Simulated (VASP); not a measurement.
Set up this calculation in VASP 6.6.1, as the native input.

```
Task                   : single point
Functional             : PBE
Potentials or basis    : VASP PAW PBE potentials, release 64 (V_sv, N)
Cutoff                 : 520 eV
k mesh                 : 16 × 16 × 16
Occupations            : gaussian, width 0.15 eV
Spin                   : no spin polarisation
Dipole correction      : no
Further INCAR settings : ALGO = Normal; EDIFF = 1e-06; NBANDS = 32
```

The structure of VN2 lies in POSCAR:

```
VN2
1.0
   -2.0456815399      2.0456815399      2.3600290217
    2.0456815399     -2.0456815399      2.3600290217
    2.0456815399      2.0456815399     -2.3600290217
V N
2 4
Direct
    0.2500000000      0.2500000000      0.0000000000
    0.7500000000      0.7500000000      0.0000000000
    0.1135731475      0.6135731475      0.7271462950
    0.6135731475      0.8864268525      0.5000000000
    0.8864268525      0.3864268525      0.2728537050
    0.3864268525      0.1135731475      0.5000000000
```

This cell differs from its parent crystal: strain -0.050 along x and y, -0.050 along z.

One way to write it, as run:

INCAR

```
  ALGO = Normal
  EDIFF = 1E-6
  ENCUT = 520
  GGA = PE
  ISIF = 2
  ISMEAR = 0
  LASPH = T
  LCHARG = F
  LREAL = F
  LWAVE = F
  NBANDS = 32
  NELM = 100
  PREC = Accurate
  SIGMA = 0.15
```

KPOINTS

```
k-points
0
Gamma
  16 16 16
```

Potentials or basis: VASP PAW PBE potentials, release 64 (V_sv, N).

The run is started by

```sh
$ cat potpaw_PBE.64/V_sv/POTCAR potpaw_PBE.64/N/POTCAR > POTCAR
$ mpirun -np 1 vasp_std > vasp.out
```

It gave:

```yaml
Pressure: 72.0 GPa
Largest_force: 1.482 eV/Å
Band_gap_on_the_k_mesh: zero (band 23 reaches 14.34 eV, above the bottom of band 24 at 13.90 eV)
```

Caveat: the cell differs from its parent crystal (strain -0.050 along x and y, -0.050 along z); the run has no spin polarisation, though such a crystal can be magnetic; forces of over 1 eV/Å act on the atoms, so gaps and moduli don't describe the material at rest.

Wall time 6.8 min on 1 thread of Intel(R) Xeon(R) Platinum 8259CL CPU @ 2.50GHz (Skylake/Cascade Lake), on a shared host, peak memory 0.43 GiB.
